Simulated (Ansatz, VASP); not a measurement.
LaRe in VASP and in Ansatz

```
CELL_PARAMETERS angstrom
3.58355 0.00000 0.00000
0.00000 3.58355 0.00000
0.00000 0.00000 3.58355
ATOMIC_POSITIONS crystal
La 0.00000 0.00000 0.00000
Re 0.50000 0.50000 0.50000
```

Alike in both runs: task single point; functional PBEsol; k mesh 10 × 10 × 10; occupations gaussian, width 0.05 eV; no spin polarisation.

|  | VASP | Ansatz |
| --- | --- | --- |
| version | VASP 6.6.1 | Ansatz 0.2.0 |
| potentials or method | VASP PAW PBE potentials, release 64 (La, Re), cutoff 520 eV | scalar-relativistic, plane waves, PAW |
| valence electrons in the cell | 18 | 26 |

|  | VASP | Ansatz | Ansatz less VASP |
| --- | --- | --- | --- |
| gap on the k mesh at the Fermi level (eV) | none | none | - |
| pressure (GPa) | -5.0 | -4.9 | +0.14 |

VASP's potentials were made for PBE, not for PBEsol. A gap of «none» marks a metal or a gap that the smearing closes. VASP's potentials hold 18 valence electrons a cell and Ansatz's 26, so a difference there can come from the potentials and not from the codes.

Spin-orbit coupling is off throughout.
